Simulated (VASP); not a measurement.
Wanted: the native input for a VASP 6.6.1 run.

* Task: single point
* Functional: PBEsol
* Potentials or basis: VASP PAW PBE potentials, release 64 (Hf_pv, B)
* Cutoff: 520 eV
* k mesh: 16 × 16 × 16
* Occupations: gaussian, width 0.15 eV
* Spin: no spin polarisation
* Dipole correction: no
* Further INCAR settings: ALGO = Normal; EDIFF = 1e-07; NBANDS = 14

The structure of HfB lies in POSCAR:

```
HfB
1.0
    0.0000000000      2.3936993068      2.3936993068
    2.3379261130      0.0000000000      2.3936993068
    2.3379261130      2.3936993068      0.0000000000
Hf B
1 1
Direct
    0.5000000000      0.5000000000      0.5000000000
    0.0000000000      0.0000000000      0.0000000000
```

This cell differs from its parent crystal: the cell strained.

These files were run (other wordings do the same):

INCAR

```
PREC     = Accurate       # precision mode
ENCUT    = 520            # plane-wave cutoff, eV
EDIFF    = 1E-7           # SCF threshold, eV
ISMEAR   = 0              # smearing method
SIGMA    = 0.15           # smearing width, eV
LREAL    = F              # projectors in reciprocal space
LASPH    = T              # aspherical terms in the spheres
NELM     = 60             # most SCF steps
ALGO     = Normal         # electronic algorithm
ISIF     = 2              # what is computed and relaxed
LWAVE    = F              # write WAVECAR
LCHARG   = F              # write CHGCAR
GGA      = PS             # functional
NBANDS   = 14             # bands
```

KPOINTS

```
Automatic mesh
0
Gamma
  16 16 16
```

Potentials or basis: VASP PAW PBE potentials, release 64 (Hf_pv, B).

The run is started by

```console
$ cat potpaw_PBE.64/Hf_pv/POTCAR potpaw_PBE.64/B/POTCAR > POTCAR
$ mpirun -np 1 vasp_std > vasp.out
```

Results of the run:

The pressure is 5.1 GPa. The band gap on the k mesh is zero (an odd number of electrons rules out a gap without spin polarisation).

Caveat: the cell differs from its parent crystal (the cell strained); the cell stands under pressure; the PAW data sets were made with another functional, which shifts forces and pressure a little; spin-orbit coupling is left out, which moves the levels of the heavy elements.

It took 56 s on 1 thread of Intel(R) Xeon(R) 6975P-C (Granite Rapids), with other jobs on the host, peak memory 0.27 GiB.
